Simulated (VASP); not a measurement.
# CaSe in VASP: further runs

The runs below take CaSe through single point, with PBE.

Everything below comes from runs of VASP 6.6.1. Logs are shortened: lines on timing, memory, paths and dates and some standing lists are left out, and cuts for length are marked.

**1. The cell of the first run**

The typed cell holds 4 atoms: a = 4.926 Å, b = 4.926 Å, c = 5.775 Å, α = 90.00°, β = 90.00°, γ = 120.00°.

**2. Single point, PBE (volume changed by -6%)**

Contents of INCAR:

```
SYSTEM = CaSe
  ALGO = Normal
  EDIFF = 1E-7
  ENCUT = 520
  GGA = PE
  ISIF = 2
  ISMEAR = 0
  LASPH = .TRUE.
  LCHARG = .FALSE.
  LREAL = .FALSE.
  LWAVE = .FALSE.
  NBANDS = 24
  NELM = 100
  PREC = Accurate
  SIGMA = 0.01
```

Contents of KPOINTS:

```
k-points
0
G
  6 6 4
  0 0 0
```

Contents of POSCAR:

```
CaSe
1.0
    4.9259737397      0.0000000000      0.0000000000
   -2.4629868699      4.2660183970      0.0000000000
    0.0000000000      0.0000000000      5.7751401872
Ca Se
2 2
Direct
    0.3333333333      0.6666666667     -0.0624867206
    0.6666666667      0.3333333333      0.4375132794
    0.3333333333      0.6666666667      0.4374867206
    0.6666666667      0.3333333333      0.9374867206
```

Potentials or basis: VASP PAW PBE potentials, release 64 (Ca_sv, Se).

Run with:

```bash
cat potpaw_PBE.64/Ca_sv/POTCAR potpaw_PBE.64/Se/POTCAR > POTCAR
mpirun -np 1 vasp_std > vasp.out
```

OUTCAR:

```text
SYSTEM = CaSe
   EDIFF = 1E-7
   ENCUT = 520
   GGA = PE
   ISIF = 2
   ISMEAR = 0
   LASPH = .TRUE.
   LREAL = .FALSE.
   NELM = 100
   PREC = Accurate

 ion  position               nearest neighbor table
   1  0.333  0.667  0.938-   4 2.84   4 2.84   4 2.84   3 2.89   3 2.89
   2  0.667  0.333  0.438-   3 2.84   3 2.84   3 2.84   4 2.89   4 2.89
   3  0.333  0.667  0.437-   2 2.84   2 2.84   2 2.84   1 2.89   1 2.89
   4  0.667  0.333  0.937-   1 2.84   1 2.84   1 2.84   2 2.89   2 2.89

  LATTYP: Found a hexagonal cell.
 ALAT       =     4.9259737397
 C/A-ratio  =     1.1723855003

  Lattice vectors:

 A1 = (   4.9259737397,   0.0000000000,   0.0000000000)
 A2 = (  -2.4629868699,   4.2660183970,   0.0000000000)
 A3 = (   0.0000000000,   0.0000000000,   5.7751401872)

Analysis of symmetry for initial positions (statically):
=====================================================================
 Subroutine PRICEL returns:
 Original cell was already a primitive cell.

 Routine SETGRP: Setting up the symmetry group for a
 hexagonal supercell.

 Subroutine GETGRP returns: Found 12 space group operations
 (whereof  6 operations were pure point group operations)
 out of a pool of 24 trial point group operations.

The static configuration has the point symmetry C_3v.
 The point group associated with its full space group is C_6v.

Analysis of symmetry for dynamics (positions and initial velocities):
=====================================================================
 Subroutine PRICEL returns:
 Original cell was already a primitive cell.

 Routine SETGRP: Setting up the symmetry group for a
 hexagonal supercell.

 Subroutine GETGRP returns: Found 12 space group operations
 (whereof  6 operations were pure point group operations)
 out of a pool of 24 trial point group operations.

The dynamic configuration has the point symmetry C_3v.
 The point group associated with its full space group is C_6v.

 Subroutine INISYM returns: Found 12 space group operations
 (whereof  6 operations are pure point group operations),
 and found     1 'primitive' translations

----------------------------------------------------------------------------------------

                                     Primitive cell

  volume of cell :     121.3605

  direct lattice vectors                    reciprocal lattice vectors
     4.925973740  0.000000000  0.000000000     0.203005548  0.117205308  0.000000000
    -2.462986870  4.266018397  0.000000000     0.000000000  0.234410616  0.000000000
     0.000000000  0.000000000  5.775140187     0.000000000  0.000000000  0.173155970

  length of vectors
     4.925973740  4.925973740  5.775140187     0.234410616  0.234410616  0.173155970

  position of ions in fractional coordinates (direct lattice)
     0.333333333  0.666666667  0.937513279
     0.666666667  0.333333333  0.437513279
     0.333333333  0.666666667  0.437486721
     0.666666667  0.333333333  0.937486721

  ion indices of the primitive-cell ions
   primitive index   ion index
                 1           1
                 2           2
                 3           3
                 4           4

----------------------------------------------------------------------------------------

 KPOINTS: k-points

Automatic generation of k-mesh.
 Grid dimensions read from file:
 generate k-points for:    6    6    4

 Generating k-lattice:

  Cartesian coordinates                     Fractional coordinates (reciprocal lattice)
     0.033834258  0.019534218  0.000000000     0.166666667  0.000000000  0.000000000
     0.000000000  0.039068436  0.000000000     0.000000000  0.166666667  0.000000000
     0.000000000  0.000000000  0.043288992     0.000000000  0.000000000  0.250000000

  Length of vectors
     0.039068436  0.039068436  0.043288992

  Shift w.r.t. Gamma in fractional coordinates (k-lattice)
     0.000000000  0.000000000  0.000000000

 Subroutine IBZKPT returns following result:
 ===========================================

 Found     21 irreducible k-points:

 Following reciprocal coordinates:
            Coordinates               Weight
  0.000000  0.000000  0.000000      1.000000
  0.166667 -0.000000  0.000000      6.000000
  0.333333 -0.000000  0.000000      6.000000
  0.500000 -0.000000  0.000000      3.000000
  0.166667  0.166667  0.000000      6.000000
  0.333333  0.166667  0.000000     12.000000
[... 13 lines left out ...]
  0.333333  0.166667  0.500000     12.000000
  0.333333  0.333333  0.500000      2.000000
   k-points           NKPTS =     21   k-points in BZ     NKDIM =     21   number of bands    NBANDS=     24
   number of dos      NEDOS =    301   number of ions     NIONS =      4
   total plane-waves  NPLWV =  76800
   dimension x,y,z NGX =    40 NGY =   40 NGZ =   48
   dimension x,y,z NGXF=    80 NGYF=   80 NGZF=   96
   ions per type =               2   2
   NGX,Y,Z   is equivalent  to a cutoff of  13.50, 13.50, 13.82 a.u.
   NGXF,Y,Z  is equivalent  to a cutoff of  27.00, 27.00, 27.64 a.u.
 SYSTEM =  CaSe
   PREC   = accura    normal or accurate (medium, high low for compatibility)
   ISTART =      0    job   : 0-new  1-cont  2-samecut
   ICHARG =      2    charge: 1-file 2-atom 10-const
   ISPIN  =      1    spin polarized calculation?
   LNONCOLLINEAR =      F non collinear calculations
   LSORBIT =      F    spin-orbit coupling
   LASPH  =      T    aspherical Exc in radial PAW
   ENCUT  =  520.0 eV  38.22 Ry    6.18 a.u.   9.16  9.16 10.74*2*pi/ulx,y,z
   NELM   =    100;   NELMIN=  2; NELMDL= -5     # of ELM steps
   EDIFF  = 0.1E-06   stopping-criterion for ELM
   LREAL  =      F    real-space projection
   EDIFFG = 0.1E-05   stopping-criterion for IOM
   NSW    =      0    number of steps for IOM
   IBRION =     -1    ionic relax: 0-MD 1-quasi-New 2-CG
   NFREE  =      0    steps in history (QN), initial steepest desc. (CG)
   ISIF   =      2    stress and relaxation
   ISYM   =      2    0-nonsym 1-usesym 2-fastsym
   POTIM  = 0.5000    time-step for ionic-motion
   TEBEG  =    0.0;   TEEND  =   0.0 temperature during run
   PSTRESS=    0.0 pullay stress
   NELECT =      32.0000    total number of electrons
   NUPDOWN=      -1.0000    fix difference up-down
   EMIN   =  10.00;   EMAX   =-10.00  energy-range for DOS
   EFERMI =   0.00;   METHOD = LEGACY
   ISMEAR =     0;   SIGMA  =   0.01  broadening in eV -4-tet -1-fermi 0-gaus
   EFERMI_NEDOS =   21; number of points for ismear=-14 and -15
   IALGO  =     38    algorithm
   IMIX   =      4    mixing-type and parameters
     AMIX     =   0.40;   BMIX     =  1.00
     AMIX_MAG =   1.60;   BMIX_MAG =  1.00
  volume/ion in A,a.u.               =      30.34       204.75
  Fermi-wavevector in a.u.,A,eV,Ry     =   1.049782  1.983800 14.994190  1.102042
  Thomas-Fermi vector in A             =   2.184758
   LORBIT       =      0    0 simple, 1 ext, 2 COOP (PROOUT), +10 PAW based schemes
   GGA     = PE    functional components
   LHFCALC =     F    Hartree Fock is set to
   AEXX    =    0.0000 exact exchange contribution
   IVDW    =     0    specifies the selected vdW correction
   LEPSILON=     F    determine dielectric tensor
   LRPA    =     F    only Hartree local field effects (RPA)
 non-spin polarized calculation
 Gauss-broadening in eV      SIGMA  =   0.01
  energy-cutoff  :      520.00
  volume of cell :      121.36
 maximum number of plane-waves:      3280
 NGX is ok and might be reduce to    40
   NGX = 19   NGY = 19   NGZ = 21

 number of electron      32.0000002 magnetization

 Free energy of the ion-electron system (eV)
  ---------------------------------------------------
  ext. energy  EPLUGINS =         0.00000000
  ---------------------------------------------------
  free energy    TOTEN  =       -18.43496282 eV

  energy without entropy =      -18.43496282  energy(sigma->0) =      -18.43496282

 E-fermi :   1.5366     XC(G=0):  -8.2194

 val. band max:        1.4851119151   @ k =   0.0000   0.0000   0.0000
 cond. band min:       3.8250524530   @ k =   0.3333   0.3333   0.0000
 fundamental gap:      2.3399405379
 Fermi energy:         1.5366235917

 k-point     1 :       0.0000    0.0000    0.0000
  band No.  band energies     occupation
      1     -38.2753      2.00000
      2     -38.2643      2.00000
      3     -19.3463      2.00000
      4     -19.3450      2.00000
      5     -19.3450      2.00000
      6     -19.3093      2.00000
[... 16 lines left out ...]
     23       6.8562      0.00000
     24       7.5675      0.00000

 k-point     2 :       0.1667   -0.0000    0.0000
  band No.  band energies     occupation
      1     -38.2745      2.00000
      2     -38.2648      2.00000
      3     -19.3506      2.00000
      4     -19.3477      2.00000
      5     -19.3406      2.00000
      6     -19.3179      2.00000
[... 16 lines left out ...]
     23       7.0293      0.00000
     24       7.0699      0.00000

 k-point     3 :       0.3333   -0.0000    0.0000
  band No.  band energies     occupation
      1     -38.2725      2.00000
      2     -38.2662      2.00000
      3     -19.3617      2.00000
      4     -19.3528      2.00000
      5     -19.3352      2.00000
      6     -19.3260      2.00000
[... 16 lines left out ...]
     23       6.7294      0.00000
     24       7.0822      0.00000
[... 433 lines left out ...]
 k-point    20 :       0.3333    0.1667    0.5000
  band No.  band energies     occupation
      1     -38.2692      2.00000
      2     -38.2692      2.00000
      3     -19.3881      2.00000
      4     -19.3881      2.00000
      5     -19.3340      2.00000
      6     -19.3340      2.00000
[... 16 lines left out ...]
     23       7.0787      0.00000
     24       7.0787      0.00000

 k-point    21 :       0.3333    0.3333    0.5000
  band No.  band energies     occupation
      1     -38.2691      2.00000
      2     -38.2691      2.00000
      3     -19.3917      2.00000
      4     -19.3917      2.00000
      5     -19.3370      2.00000
      6     -19.3370      2.00000
[... 16 lines left out ...]
     23       7.1829      0.00000
     24       7.1829      0.00000

------------------------ aborting loop because EDIFF is reached ----------------------------------------

  FORCE on cell =-STRESS in cart. coord.  units (eV):
  Direction    XX          YY          ZZ          XY          YZ          ZX
  --------------------------------------------------------------------------------------
  -------------------------------------------------------------------------------------
  Total        1.9966532      1.9966532      2.3730375     -0.0000000      0.0000000      0.0000000
  in kB       26.3594210     26.3594210     31.3283729     -0.0000000      0.0000000      0.0000000
  external PRESSURE =      28.0157383 kB  Pullay stress =       0.0000000 kB

 VOLUME and BASIS-vectors are now :
 -----------------------------------------------------------------------------
  energy-cutoff  :      520.00
  volume of cell :      121.36
      direct lattice vectors                 reciprocal lattice vectors
     4.925973740  0.000000000  0.000000000     0.203005548  0.117205308  0.000000000
    -2.462986870  4.266018397  0.000000000     0.000000000  0.234410616  0.000000000
     0.000000000  0.000000000  5.775140187     0.000000000  0.000000000  0.173155970

 POSITION                                       TOTAL-FORCE (eV/Angst)
 -----------------------------------------------------------------------------------
     -0.00000      2.84401      5.41427         0.000000      0.000000     -0.000617
      2.46299      1.42201      2.52670        -0.000000      0.000000     -0.000617
     -0.00000      2.84401      2.52655         0.000000      0.000000      0.000617
      2.46299      1.42201      5.41412        -0.000000      0.000000      0.000617
 -----------------------------------------------------------------------------------
    total drift:                               -0.000000      0.000000      0.000001

  FREE ENERGIE OF THE ION-ELECTRON SYSTEM (eV)
  ---------------------------------------------------
  free  energy   TOTEN  =       -18.4349628151 eV

  energy  without entropy=      -18.4349628151  energy(sigma->0) =      -18.43496282
```

Run time: 42 s. Hardware: 1 thread of AMD EPYC 9R45 (Zen 5), shared host; peak memory 0.25 GiB.

What came out:

```yaml
Free_energy: -18.4350 eV
Pressure: 2.8 GPa
Band_gap_on_the_k_mesh: 2.34 eV, indirect (least direct gap 2.65 eV)
```

Levels at points of the mesh, in eV from the valence-band top:
```csv
k point,band 13,band 14,band 15,band 16,band 17,band 18,band 19,band 20
"(0.00, 0.00, 0.00)",-1.67,-1.17,-1.17,0.00,2.65,3.52,3.52,4.42
"(0.50, 0.00, 0.00)",-1.66,-1.55,-1.08,-0.56,2.97,3.24,3.70,4.61
"(0.00, 0.00, 0.50)",-1.52,-1.52,-1.52,-1.52,3.83,3.83,5.03,5.03
"(0.50, 0.00, 0.50)",-1.32,-1.32,-1.16,-1.16,3.59,3.59,4.70,4.70
```

Caveat: the cell differs from its parent crystal (volume changed by -6%).

**3. Single point, PBE (volume changed by -3%)**

Contents of INCAR:

```
SYSTEM = CaSe
  PREC = Accurate
  ENCUT = 520
  EDIFF = 1E-6
  ISMEAR = 0
  SIGMA = 0.01
  LREAL = .FALSE.
  LASPH = .TRUE.
  NELM = 60
  ALGO = Normal
  ISIF = 2
  LWAVE = .FALSE.
  LCHARG = .TRUE.
  GGA = PE
  LELF = .TRUE.
  LVHAR = .TRUE.
  NBANDS = 24
```

Contents of KPOINTS:

```
regular mesh
0
G
  6 6 4
  0 0 0
```

Contents of POSCAR:

```
CaSe
1.0
    4.9778299056      0.0000000000      0.0000000000
   -2.4889149528      4.3109271540      0.0000000000
    0.0000000000      0.0000000000      5.8359356042
Ca Se
2 2
Direct
    0.3333333333      0.6666666667     -0.0624867206
    0.6666666667      0.3333333333      0.4375132794
    0.3333333333      0.6666666667      0.4374867206
    0.6666666667      0.3333333333      0.9374867206
```

Potentials or basis: VASP PAW PBE potentials, release 64 (Ca_sv, Se).

Run with:

```bash
cat potpaw_PBE.64/Ca_sv/POTCAR potpaw_PBE.64/Se/POTCAR > POTCAR
mpirun -np 1 vasp_std > vasp.out
```

Run time: 45 s. Hardware: 1 thread of AMD EPYC 9R45 (Zen 5), shared host; peak memory 0.25 GiB.

The run converged. Its results:

| Item | Value |
| --- | --- |
| Free energy | -18.4855 eV |
| Pressure | 1.4 GPa |
| Band gap on the k mesh | 2.41 eV, indirect (least direct gap 2.60 eV) |

Stress tensor (GPa, compression positive):
```
1.29 0.00 0.00
0.00 1.29 0.00
0.00 0.00 1.52
```

Levels at points of the mesh, in eV from the valence-band top:
| k point | band 12 | band 13 | band 14 | band 15 | band 16 | band 17 | band 18 | band 19 | band 20 | band 21 |
| --- | --- | --- | --- | --- | --- | --- | --- | --- | --- | --- |
| (0.00, 0.00, 0.00) | -1.60 | -1.60 | -1.10 | -1.10 | 0.00 | 2.60 | 3.54 | 3.54 | 4.38 | 4.99 |
| (0.50, 0.00, 0.00) | -1.65 | -1.61 | -1.49 | -1.03 | -0.53 | 3.01 | 3.26 | 3.70 | 4.56 | 4.59 |
| (0.00, 0.00, 0.50) | -1.99 | -1.44 | -1.44 | -1.44 | -1.44 | 3.79 | 3.79 | 4.99 | 4.99 | 4.99 |
| (0.50, 0.00, 0.50) | -2.72 | -1.27 | -1.27 | -1.10 | -1.10 | 3.60 | 3.60 | 4.67 | 4.67 | 5.25 |

Caveat: the cell differs from its parent crystal (volume changed by -3%). A k mesh can miss the band edges.

**4. Single point, PBE**

This run uses another cell than the first one, of 31.87 Å³/atom, 1.051 times its volume.

Contents of INCAR:

```
SYSTEM = CaSe
ALGO = Normal ; EDIFF = 1E-7
ENCUT = 520 ; GGA = PE
ISIF = 2 ; ISMEAR = 0
LASPH = .True. ; LCHARG = .False.
LREAL = .False. ; LWAVE = .False.
NBANDS = 24 ; NELM = 100
PREC = Accurate ; SIGMA = 0.01
```

Contents of KPOINTS:

```
k-points
0
Gamma
  6 6 4
  0 0 0
```

Contents of POSCAR:

```
CaSe
1.0
    5.0055966749      0.0000000000      0.0000000000
   -2.5027983375      4.3349738816      0.0000000000
    0.0000000000      0.0000000000      5.8757322710
Ca Se
2 2
Direct
    0.3333333333      0.6666666667     -0.0624992787
    0.6666666667      0.3333333333      0.4375007213
    0.3333333333      0.6666666667      0.4374992787
    0.6666666667      0.3333333333      0.9374992787
```

Potentials or basis: VASP PAW PBE potentials, release 64 (Ca_sv, Se).

Run with:

```bash
cat potpaw_PBE.64/Ca_sv/POTCAR potpaw_PBE.64/Se/POTCAR > POTCAR
mpirun -np 1 vasp_std > vasp.out
```

OUTCAR:

```text
SYSTEM = CaSe
   EDIFF = 1E-7
   ENCUT = 520
   GGA = PE
   ISIF = 2
   ISMEAR = 0
   LASPH = .True.
   LREAL = .False.
   NELM = 100
   PREC = Accurate

 ion  position               nearest neighbor table
   1  0.333  0.667  0.938-   4 2.89   4 2.89   4 2.89   3 2.94   3 2.94
   2  0.667  0.333  0.438-   3 2.89   3 2.89   3 2.89   4 2.94   4 2.94
   3  0.333  0.667  0.437-   2 2.89   2 2.89   2 2.89   1 2.94   1 2.94
   4  0.667  0.333  0.937-   1 2.89   1 2.89   1 2.89   2 2.94   2 2.94

[... 764 lines left out ...]
  Direction    XX          YY          ZZ          XY          YZ          ZX
  --------------------------------------------------------------------------------------
  -------------------------------------------------------------------------------------
  Total        0.4913814      0.4913814      0.4946908     -0.0000000      0.0000000      0.0000000
  in kB        6.1748288      6.1748288      6.2164155     -0.0000000      0.0000000      0.0000000
  external PRESSURE =       6.1886910 kB  Pullay stress =       0.0000000 kB

 VOLUME and BASIS-vectors are now :
 -----------------------------------------------------------------------------
  energy-cutoff  :      520.00
  volume of cell :      127.50
      direct lattice vectors                 reciprocal lattice vectors
     5.005596675  0.000000000  0.000000000     0.199776383  0.115340949  0.000000000
    -2.502798337  4.334973882  0.000000000     0.000000000  0.230681897  0.000000000
     0.000000000  0.000000000  5.875732271     0.000000000  0.000000000  0.170191553

 POSITION                                       TOTAL-FORCE (eV/Angst)
 -----------------------------------------------------------------------------------
     -0.00000      2.88998      5.50850        -0.000000     -0.000000      0.000000
      2.50280      1.44499      2.57064         0.000000      0.000000      0.000000
     -0.00000      2.88998      2.57063        -0.000000     -0.000000      0.000000
      2.50280      1.44499      5.50849         0.000000      0.000000      0.000000
 -----------------------------------------------------------------------------------
    total drift:                               -0.000000      0.000000      0.005852

  FREE ENERGIE OF THE ION-ELECTRON SYSTEM (eV)
  ---------------------------------------------------
  free  energy   TOTEN  =       -18.4998735215 eV

  energy  without entropy=      -18.4998735215  energy(sigma->0) =      -18.49987352
```

It took 41 s on 1 thread of AMD EPYC 9R45 (Zen 5), shared host; peak memory 0.25 GiB.

What came out:

| Property | Result |
| --- | --- |
| Free energy | -18.4999 eV |
| Pressure | 0.6 GPa |
| Band gap on the k mesh | 2.44 eV, indirect (least direct gap 2.57 eV) |

Levels at points of the mesh, in eV from the valence-band top:
```csv
k point,band 14,band 15,band 16,band 17,band 18,band 19
"(0.00, 0.00, 0.00)",-1.06,-1.06,0.00,2.57,3.55,3.55
"(0.50, 0.00, 0.00)",-1.46,-1.01,-0.51,3.04,3.28,3.71
"(0.00, 0.00, 0.50)",-1.40,-1.40,-1.40,3.76,3.76,4.96
"(0.50, 0.00, 0.50)",-1.23,-1.06,-1.06,3.60,3.60,4.65
```

**5. The runs side by side**

| cell | gap on the mesh (eV) | pressure (GPa) |
| --- | --- | --- |
| a = 4.926, b = 4.926, c = 5.775 Å, angles 90.0, 90.0, 120.0°, 4 atoms | 2.34 | 2.8 |
| a = 4.978, b = 4.978, c = 5.836 Å, angles 90.0, 90.0, 120.0°, 4 atoms | 2.41 | 1.4 |
| a = 5.006, b = 5.006, c = 5.876 Å, angles 90.0, 90.0, 120.0°, 4 atoms | 2.44 | 0.6 |

Alike in all rows: task single point; level PBE; potentials or basis VASP PAW PBE potentials, release 64 (Ca_sv, Se); no spin polarisation; k mesh 6 × 6 × 4; cutoff (eV) 520; smearing gaussian 0.01 eV.

Absolute energies hang on the potentials; compare differences alone.
